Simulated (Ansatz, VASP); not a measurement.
**One calculation of Ta4C3, two programs**

```
CELL_PARAMETERS angstrom
4.75481 0.00000 0.00000
0.00000 4.75481 0.00000
0.00000 0.00000 4.40260
ATOMIC_POSITIONS crystal
Ta 0.00000 0.50000 0.50000
Ta 0.50000 0.00000 0.50000
Ta 0.50000 0.50000 0.00000
Ta 0.00000 0.00000 0.00000
C 0.50000 0.00000 0.00000
C 0.00000 0.50000 0.00000
C 0.00000 0.00000 0.50000
```

Change from the starting cell: strain +0.080 along x and y, +0.000 along z, atoms carried along.

Alike in both runs: task single point; functional PBEsol; k mesh 10 × 10 × 10; occupations gaussian, width 0.15 eV; no spin polarisation.

```csv
,VASP,Ansatz
version,VASP 6.6.1,Ansatz 0.2.0
potentials or method,"VASP PAW PBE potentials, release 64 (Ta_pv, C), cutoff 520 eV","scalar-relativistic, plane waves, PAW"
valence electrons in the cell,56,64
```

|  | VASP | Ansatz | Ansatz less VASP |
| --- | --- | --- | --- |
| gap on the k mesh at the Fermi level (eV) | none | none | - |
| pressure (GPa) | -32.0 | -32.3 | -0.33 |
| traceless stress, the component that is largest in VASP (GPa) | 11.24 | 11.11 | -0.125 |

VASP's potentials were made for PBE, not for PBEsol. A gap of «none» marks a metal or a gap that the smearing closes. Both programs put the cell under strong tension, so it lies far from rest at this level. The functional is the same, so the differences come from potentials, cutoffs and numerics. VASP's potentials hold 56 valence electrons a cell and Ansatz's 64, so a difference there can come from the potentials and not from the codes.

Spin-orbit coupling is off throughout. Noted on VASP's run: the cell as given lies far from equilibrium.
